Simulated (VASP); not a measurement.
A run of VASP 6.6.1:

INCAR

```
PREC     = Accurate       # precision mode
ENCUT    = 600            # plane-wave cutoff, eV
EDIFF    = 1E-7           # SCF threshold, eV
ISMEAR   = 0              # smearing method
SIGMA    = 0.1            # smearing width, eV
LREAL    = False          # projectors in reciprocal space
LASPH    = True           # aspherical terms in the spheres
NELM     = 100            # most SCF steps
ALGO     = Normal         # electronic algorithm
ISIF     = 3              # what is computed and relaxed
LWAVE    = False          # write WAVECAR
LCHARG   = False          # write CHGCAR
GGA      = PE             # functional
IBRION   = 2              # ionic algorithm
NSW      = 100            # ionic steps
EDIFFG   = -0.002         # ionic threshold
```

Contents of KPOINTS:

```
Automatic mesh
0
Gamma
  10 10 10
```

The input POSCAR:

```
TiSi2
1.0
    0.0000000000      4.1175163100      4.2628978400
    2.3895119500      0.0000000000      4.2628978400
    2.3895119500      4.1175163100      0.0000000000
Ti Si
2 4
Direct
    0.5000000000      0.5000000000      0.5000000000
    0.7500000000      0.7500000000      0.7500000000
    0.8374343900      0.1625656100      0.8374343900
    0.1625656100      0.8374343900      0.1625656100
    0.0874343900      0.4125656100      0.0874343900
    0.4125656100      0.0874343900      0.4125656100
```

Potentials or basis: VASP PAW PBE potentials, release 64 (Ti_sv, Si).

Run with:

```bash
$ cat potpaw_PBE.64/Ti_sv/POTCAR potpaw_PBE.64/Si/POTCAR > POTCAR
$ mpirun -np 1 vasp_std > vasp.out
```

Hardware: 1 thread of Intel(R) Xeon(R) Platinum 8488C (Sapphire Rapids), with other jobs on the host.

Q: How long does it take, and how much memory?

A: It took 24 min on 1 thread of Intel(R) Xeon(R) Platinum 8488C (Sapphire Rapids), on a shared host, peak memory 0.55 GiB. Counts: scf iterations 67, k points 171, ion steps 8.
